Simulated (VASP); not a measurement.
Write the native input for VASP 6.6.1 that does the following.

```yaml
Task: single point
Functional: LDA
Potentials_or_basis: VASP PAW LDA potentials, release 64 (Se, Zn)
Cutoff: 520 eV
k_mesh: 8 × 8 × 8
Occupations: fermi-dirac, width 0.05 eV
Spin: no spin polarisation
Dipole_correction: no
Further_INCAR_settings: ALGO = Normal; EDIFF = 1e-06; NBANDS = 16
```

The structure of ZnSe (Stilleite) lies in POSCAR:

```
ZnSe
1.0
    0.0000000000      2.7955007105      2.7955007105
    2.7955007105      0.0000000000      2.7955007105
    2.7955007105      2.7955007105      0.0000000000
Se Zn
1 1
Direct
    0.7500000000      0.7500000000      0.7500000000
    0.0000000000      0.0000000000      0.0000000000
```

This cell differs from its parent crystal: volume scaled by 0.96.

The input as run:

INCAR

```
SYSTEM = ZnSe
PREC = Accurate ; ENCUT = 520
EDIFF = 1E-6 ; ISMEAR = -1
SIGMA = 0.05 ; LREAL = .FALSE.
LASPH = .TRUE. ; NELM = 80
ALGO = Normal ; ISIF = 2
LWAVE = .FALSE. ; LCHARG = .TRUE.
GGA = CA ; LELF = .TRUE.
LVHAR = .TRUE. ; NBANDS = 16
```

KPOINTS

```
regular mesh
0
G
  8 8 8
  0 0 0
```

Potentials or basis: VASP PAW LDA potentials, release 64 (Se, Zn).

Launch:

```console
$ cat potpaw_LDA.64/Se/POTCAR potpaw_LDA.64/Zn/POTCAR > POTCAR
$ mpirun -np 1 vasp_std > vasp.out
```

Results of the run:

```yaml
Pressure: -0.5 GPa
Band_gap_on_the_k_mesh: 1.24 eV, direct
```

It took 30 s on 1 thread of Intel Xeon 8259CL, on a shared host, peak memory 0.16 GiB.
